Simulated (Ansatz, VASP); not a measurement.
One calculation of Sb, two programs

```
CELL_PARAMETERS angstrom
3.36900 0.00000 0.00000
-1.68450 2.91764 0.00000
0.00000 0.00000 5.43660
ATOMIC_POSITIONS crystal
Sb 0.33333 0.66667 0.25000
Sb 0.66667 0.33333 0.75000
```

Change from the starting cell: zz strain of +2 %.

Alike in both runs: task single point; functional PBEsol; k mesh 12 × 12 × 7; occupations fermi-dirac, width 0.05 eV; no spin polarisation.

|  | VASP | Ansatz |
| --- | --- | --- |
| version | VASP 6.6.1 | Ansatz 0.2.0 |
| potentials or method | VASP PAW PBE potentials, release 64 (Sb), cutoff 520 eV | all-electron LAPW, scalar-relativistic |

|  | VASP | Ansatz | Ansatz less VASP |
| --- | --- | --- | --- |
| pressure (GPa) | -1.5 | -1.4 | +0.04 |
| traceless stress, the component that is largest in VASP (GPa) | -0.63 | -0.63 | 0.000 |

VASP's potentials were made for PBE, not for PBEsol. Ansatz ran all-electron here, and VASP with PAW potentials.

Spin-orbit coupling is off throughout.
